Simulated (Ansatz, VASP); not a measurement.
# One calculation of C, two programs

Contents of INCAR:

```
ALGO = Normal
DIPOL = 0.5 0.5 0.360
EDIFF = 1E-7
ENCUT = 520
GGA = PE
IDIPOL = 3
ISIF = 2
ISMEAR = 0
IVDW = 12
LASPH = T
LCHARG = F
LDIPOL = T
LREAL = F
LWAVE = F
NBANDS = 16
NELM = 80
PREC = Accurate
SIGMA = 0.1
```

The input KPOINTS:

```
k-points
0
Gamma
  15 15 1
```

Contents of POSCAR:

```
C
1.0
    2.4656524409      0.0000000000      0.0000000000
   -1.2328262205      2.1353176507      0.0000000000
    0.0000000000      0.0000000000     17.5000663885
C
4
Direct
    0.6666666667      0.3333333333      0.2571437784
    0.3333333333      0.6666666667      0.2571418816
    0.6666666667      0.6666666667      0.4634306070
    0.3333333333      1.0000000000      0.4634287102
```

Input for Ansatz:

```yaml
crystal:
  lattice:
    - [2.4656524409, 0.0, 0.0]
    - [-1.2328262205, 2.1353176507, 0.0]
    - [0.0, 0.0, 17.5000663885]
  atoms:
    - { symbol: C, position: [0.6666666667, 0.3333333333, 0.2571437784] }
    - { symbol: C, position: [0.3333333333, 0.6666666667, 0.2571418816] }
    - { symbol: C, position: [0.6666666667, 0.6666666667, 0.463430607] }
    - { symbol: C, position: [0.3333333333, 1.0, 0.4634287102] }
basis:
  ecutwfc: 420
kpoints:
  mp_grid: { grid: [15, 15, 1] }
hamiltonian:
  xc: pbe
  pseudopotentials: { kind: paw, azcp: { folder: soft_1 } }
  dispersion: d3bj
scf:
  occupations: { method: gaussian, width: 0.1 }
output:
  forces: true
  eigenvalues: true
efield:
  axis: 3
  dipole_correction: true
  ramp_width: 0.04
```

Alike in both runs: task single point; functional PBE; dispersion D3(BJ); k mesh 15 × 15 × 1; occupations gaussian, width 0.1 eV; no spin polarisation.

|  | VASP | Ansatz |
| --- | --- | --- |
| version | VASP 6.6.1 | Ansatz 0.2.0 |
| potentials or method | VASP PAW PBE potentials, release 64 (C), cutoff 520 eV | scalar-relativistic, plane waves, PAW |
| valence electrons in the cell | 16 | 16 |

|  | VASP | Ansatz | Ansatz less VASP |
| --- | --- | --- | --- |
| gap on the k mesh at the Fermi level (eV) | 0.25 | 0.25 | 0.000 |
| least direct gap on the mesh (eV) | 0.25 | 0.25 | 0.000 |
| rms of the force components (eV/Å) | 0.010 | 0.010 | 0.0000 |

Atom by atom the forces differ by 0.000 eV/Å (rms over components). Ansatz's warnings: structure snapped to symmetry.
